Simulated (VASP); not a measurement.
# Al3GaN4 (Pm) in VASP: a series of runs, part 2 of 2

VASP 6.6.1.

### 3 Relaxation of shape and atoms at fixed volume, PBEsol (9.41 Å³/atom)

This run uses another cell than the first one, of 9.41 Å³/atom.

The input, INCAR:

```
SYSTEM = Al3GaN4
PREC = Accurate ; ENCUT = 600
EDIFF = 1E-6 ; ISMEAR = 0
SIGMA = 0.02 ; LREAL = .False.
LASPH = .True. ; NELM = 80
ALGO = Normal ; ISIF = 4
LWAVE = .False. ; LCHARG = .False.
GGA = PS ; IBRION = 2
NSW = 50 ; EDIFFG = -0.01
```

The input, KPOINTS:

```
Automatic mesh
0
Gamma
  6 8 4
  0 0 0
```

The input, POSCAR:

```
Al3GaN4
1.0
    4.8188039002      0.0000000000     -0.0004321879
    0.0000000000      3.0045928600      0.0000000000
   -0.0036748556      0.0000000000      5.1984619336
Al Ga N
3 1 4
Direct
    0.5009141479      0.5000000000      0.1675681202
    0.0017896324      0.5000000000      0.8351072481
    0.0018198823      0.0000000000      0.3313828429
    0.4994432861      0.0000000000      0.6659194473
    0.1098954998      0.0000000000      0.6662489775
    0.1221870285      0.5000000000      0.1674038303
    0.6246576279      0.5000000000      0.8402740467
    0.6228918950      0.0000000000      0.3260964869
```

Potentials or basis: VASP PAW PBE potentials, release 64 (Al, Ga_d, N).

On the command line:

```sh
cat potpaw_PBE.64/Al/POTCAR potpaw_PBE.64/Ga_d/POTCAR potpaw_PBE.64/N/POTCAR > POTCAR
mpirun -np 1 vasp_std > vasp.out
```

It took 10 min on 1 thread of Intel Xeon Platinum 8259CL at 2.50GHz (Skylake/Cascade Lake), shared host; peak memory 0.3 GiB.

The run converged. Its results:

| Item | Value |
| --- | --- |
| Free energy | -59.1254 eV |
| Energy gained by relaxing | 0.0 meV/atom |
| Ionic steps | 8 |
| Pressure after relaxing | 32.6 GPa |
| Largest force after relaxing | 0.005 eV/Å |
| Band gap on the k mesh | 4.51 eV |

Forces on the atoms (eV/Å):
```
Al  -0.004  0.000  0.001
Al  -0.004  0.000  0.002
Al   0.001  0.000  0.000
Ga   0.002  0.000 -0.001
N    0.001  0.000  0.004
N    0.002  0.000 -0.004
N    0.001  0.000 -0.001
N    0.000  0.000  0.000
```

The path:
```
step  energy change (eV)  largest force (eV/Å)  pressure (GPa)  volume (Å³)
   1              0.0000                0.0417           32.63        75.27
   2             -0.0002                0.0296           32.63        75.27
   3             -0.0002                0.0315           32.62        75.27
   4             -0.0003                0.0141           32.60        75.27
   5             -0.0003                0.0158           32.60        75.27
   6             -0.0003                0.0157           32.60        75.27
   7             -0.0003                0.0188           32.61        75.27
   8             -0.0003                0.0048           32.59        75.27
```

Final structure:
```cif
data_structure
_symmetry_space_group_name_H-M 'P 1'
_symmetry_Int_Tables_number 1
_cell_length_a 4.8115
_cell_length_b 3.0072
_cell_length_c 5.2018
_cell_angle_alpha 90.000
_cell_angle_beta 90.051
_cell_angle_gamma 90.000
_cell_volume 75.27
loop_
_atom_site_label
_atom_site_type_symbol
_atom_site_fract_x
_atom_site_fract_y
_atom_site_fract_z
_atom_site_occupancy
Al1 Al 0.50137 0.50000 0.16765 1
Al2 Al 0.00231 0.50000 0.83516 1
Al3 Al 0.00223 0.00000 0.33128 1
Ga1 Ga 0.49965 0.00000 0.66588 1
N1 N 0.10942 0.00000 0.66621 1
N2 N 0.12190 0.50000 0.16752 1
N3 N 0.62419 0.50000 0.84011 1
N4 N 0.62254 0.00000 0.32620 1
```

Levels at points of the mesh, in eV from the valence-band top:
```csv
k point,band 18,band 19,band 20,band 21,band 22,band 23,band 24,band 25
"(0.00, 0.00, 0.00)",-0.90,-0.15,-0.04,0.00,4.51,5.74,6.22,6.90
"(0.50, 0.00, 0.00)",-0.85,-0.84,-0.38,-0.32,5.25,5.60,6.60,7.02
"(0.00, 0.50, 0.00)",-2.18,-2.07,-1.77,-1.66,5.72,5.75,8.10,8.33
"(0.50, 0.50, 0.00)",-1.31,-1.30,-1.26,-0.95,6.60,6.88,6.98,6.98
"(0.00, 0.00, 0.50)",-0.70,-0.66,-0.44,-0.23,6.37,6.54,7.62,7.99
"(0.50, 0.00, 0.50)",-1.45,-1.40,-1.33,-0.83,6.48,6.64,6.80,7.01
"(0.00, 0.50, 0.50)",-2.25,-2.14,-0.90,-0.72,5.48,5.84,6.08,6.23
"(0.50, 0.50, 0.50)",-1.73,-1.60,-1.58,-1.28,5.08,5.44,5.51,5.55
```

Caveat: the PAW data sets were made with another functional, which shifts forces and pressure a little. A k mesh can miss the band edges.

### 4 Relaxation of the atoms, PBEsol

This run uses another cell than the first one, of 10.65 Å³/atom.

The input, INCAR:

```
SYSTEM = Al3GaN4
PREC     = Accurate       ! precision mode
ENCUT    = 520            ! plane-wave cutoff, eV
EDIFF    = 1E-6           ! SCF threshold, eV
ISMEAR   = 0              ! smearing method
SIGMA    = 0.02           ! smearing width, eV
LREAL    = .FALSE.        ! projectors in reciprocal space
LASPH    = .TRUE.         ! aspherical terms in the spheres
NELM     = 60             ! most SCF steps
ALGO     = Normal         ! electronic algorithm
ISIF     = 2              ! what is computed and relaxed
LWAVE    = .FALSE.        ! write WAVECAR
LCHARG   = .FALSE.        ! write CHGCAR
GGA      = PS             ! functional
IBRION   = 2              ! ionic algorithm
NSW      = 60             ! ionic steps
EDIFFG   = -0.01          ! ionic threshold
```

The input, KPOINTS:

```
regular mesh
0
G
  6 8 4
  0 0 0
```

The input, POSCAR:

```
Al3GaN4
1.0
    5.0376935905      0.0000000000      0.0000000000
    0.0000000000      3.1254377800      0.0000000000
   -0.0033559659      0.0000000000      5.4111720837
Al Ga N
3 1 4
Direct
    0.5000987300      0.5000000000      0.1672803900
    0.0007635700      0.5000000000      0.8349643100
    0.0008865500      0.0000000000      0.3315828000
    0.4997148900      0.0000000000      0.6661637400
    0.1101354300      0.0000000000      0.6662955400
    0.1225865200      0.5000000000      0.1671738600
    0.6259035500      0.5000000000      0.8412775200
    0.6235097600      0.0000000000      0.3252628400
```

On the command line:

```sh
cat potpaw_PBE.64/Al/POTCAR potpaw_PBE.64/Ga_d/POTCAR potpaw_PBE.64/N/POTCAR > POTCAR
mpirun -np 1 vasp_std > vasp.out
```

It took 2 min on 1 thread of Intel Xeon 6975P-C (Granite Rapids), shared host; peak memory 0.28 GiB.

The run converged. Its results:

```
Free energy                  : -60.0658 eV
Energy gained by relaxing    : 0.2 meV/atom
Ionic steps                  : 4
Pressure after relaxing      : 0.7 GPa
Largest force after relaxing : 0.009 eV/Å
Band gap on the k mesh       : 3.53 eV
```

Forces in eV/Å, atoms in the order of the input:
```
Al  -0.004  0.000  0.004
Al  -0.002  0.000  0.006
Al   0.003  0.000 -0.006
Ga  -0.002  0.000  0.000
N   -0.005  0.000  0.004
N   -0.001  0.000 -0.005
N    0.008  0.000 -0.005
N    0.003  0.000  0.002
```

Stress tensor (GPa, compression positive):
```
0.66 0.00 0.00
0.00 0.80 0.00
0.00 0.00 0.74
```

The path:
```tsv
step	energy change (eV)	largest force (eV/Å)	pressure (GPa)
1	0.0000	0.1825	0.72
2	-0.0014	0.0462	0.73
3	-0.0014	0.0342	0.73
4	-0.0015	0.0092	0.74
```

Final structure:
```
CELL_PARAMETERS angstrom
5.03769 0.00000 0.00000
0.00000 3.12544 0.00000
-0.00336 0.00000 5.41117
ATOMIC_POSITIONS crystal
Al 0.50026 0.50000 0.16732
Al 0.00096 0.50000 0.83480
Al 0.00103 0.00000 0.33174
Ga 0.49943 0.00000 0.66619
N 0.11132 0.00000 0.66627
N 0.12245 0.50000 0.16718
N 0.62502 0.50000 0.84015
N 0.62313 0.00000 0.32636
```

Levels at points of the mesh, in eV from the valence-band top:
```tsv
k point	band 18	band 19	band 20	band 21	band 22	band 23	band 24	band 25
(0.00, 0.00, 0.00)	-0.74	-0.09	-0.01	0.00	3.53	5.44	5.88	6.00
(0.50, 0.00, 0.00)	-0.66	-0.66	-0.32	-0.27	4.82	5.20	5.68	6.08
(0.00, 0.50, 0.00)	-1.91	-1.83	-1.57	-1.49	5.61	5.63	7.60	7.73
(0.50, 0.50, 0.00)	-1.19	-1.18	-1.15	-0.91	6.12	6.45	6.49	6.51
(0.00, 0.00, 0.50)	-0.57	-0.55	-0.40	-0.21	5.52	5.79	6.97	7.37
(0.50, 0.00, 0.50)	-1.21	-1.16	-1.13	-0.75	5.88	6.13	6.29	6.43
(0.00, 0.50, 0.50)	-1.96	-1.87	-0.78	-0.64	5.17	5.58	5.77	5.87
(0.50, 0.50, 0.50)	-1.52	-1.44	-1.42	-1.19	4.67	5.08	5.13	5.16
```

Caveat: the PAW data sets were made with another functional, which shifts forces and pressure a little.

### 5 The runs side by side

```tsv
task	cell	cutoff (eV)	gap on the mesh (eV)	pressure (GPa)	largest force (eV/Å)
single point	a = 5.217, b = 3.227, c = 5.588 Å, 8 atoms, atomic positions A	520	2.76	-15.7	0.01
relaxation of shape and atoms at fixed volume	relaxed from a = 4.819, b = 3.005, c = 5.198 Å, 8 atoms, atomic positions B	600	4.51	32.6	-
relaxation of the atoms	atoms relaxed from a = 5.038, b = 3.125, c = 5.411 Å, 8 atoms, atomic positions C	520	3.53	0.7	0.01
```

Alike in all rows: level PBEsol; potentials or basis VASP PAW PBE potentials, release 64 (Al, Ga_d, N); no spin polarisation; k mesh 6 × 8 × 4; smearing gaussian 0.02 eV.

Caveats: the PAW data sets were made with another functional, which shifts forces and pressure a little; the cell stands under tension (at least some runs).

Absolute energies hang on the potentials; compare differences alone.
